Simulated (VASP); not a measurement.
Here is a VASP 6.6.1 calculation.

The input POSCAR:

```
ZrO2
1.0
    3.6131314165      0.0000000000      0.0000000000
    0.0000000000      3.6131314165      0.0000000000
    0.0000000000      0.0000000000      5.2450683093
Zr O
2 4
Direct
    0.0000000000      0.0000000000      0.0000000000
    0.5000000000      0.5000000000      0.5000000000
    0.0000000000      0.5000000000      0.3032142033
    0.0000000000      0.5000000000      0.8032142033
    0.5000000000      0.0000000000      0.6967857967
    0.5000000000      0.0000000000      0.1967857967
```

File INCAR.step1:

```
ALGO = Normal
EDIFF = 1E-5
EDIFFG = -0.005
ENCUT = 660
GGA = PE
GGA_COMPAT = False
IBRION = 2
ISIF = 3
ISMEAR = 0
LASPH = True
LCHARG = False
LREAL = False
LWAVE = True
NELM = 120
NELMIN = 4
NSW = 100
PREC = Accurate
SIGMA = 0.02
```

File INCAR.step2:

```
ALGO = Normal
EDIFF = 1E-7
EDIFFG = -0.008
ENCUT = 660
GGA_COMPAT = False
IBRION = 2
ISIF = 3
ISMEAR = 0
ISTART = 1
LASPH = True
LCHARG = False
LMIXTAU = True
LREAL = False
LWAVE = False
METAGGA = R2SCAN
NELM = 120
NELMIN = 4
NSW = 70
PREC = Accurate
PSTRESS = -10.0
SIGMA = 0.02
```

The input KPOINTS:

```
k-points
0
Gamma
  6 6 6
```

Potentials or basis: VASP PAW PBE potentials, release 64 (Zr_sv, O).

Launch:

```console
$ cat potpaw_PBE.64/Zr_sv/POTCAR potpaw_PBE.64/O/POTCAR > POTCAR
$ cp INCAR.step1 INCAR
$ mpirun -np 1 vasp_std > vasp.out
$ cp INCAR.step2 INCAR
$ mpirun -np 1 vasp_std > vasp.out
```

Q: What does it give for the relaxed volume?

A: 11.35 Å³/atom.

Q: Predict the relaxed cell.

A: a = 3.607 Å, b = 3.607 Å, c = 5.237 Å, α = 90.00°, β = 90.00°, γ = 90.00°.

Q: Estimate the band gap on the k mesh.

A: 4.59 eV (least direct gap 4.68 eV).

Q: Predict the space group after relaxing (to 0.1 Å).

A: P4_2/nmc (No. 137).

Step by step:
| step | energy change (eV) | largest force (eV/Å) | pressure (GPa) | volume (Å³) |
| --- | --- | --- | --- | --- |
| 1 | 0.0000 | 0.0294 | -2.28 | 68.47 |
| 2 | -0.0034 | 0.0486 | 1.08 | 67.57 |
| 3 | -0.0037 | 0.0003 | -1.00 | 68.12 |

Caveat: the cell is relaxed towards a set pressure, so the run minimises the enthalpy, not the energy; the PAW data sets were made with another functional, which shifts forces and pressure a little. A k mesh can miss the band edges.
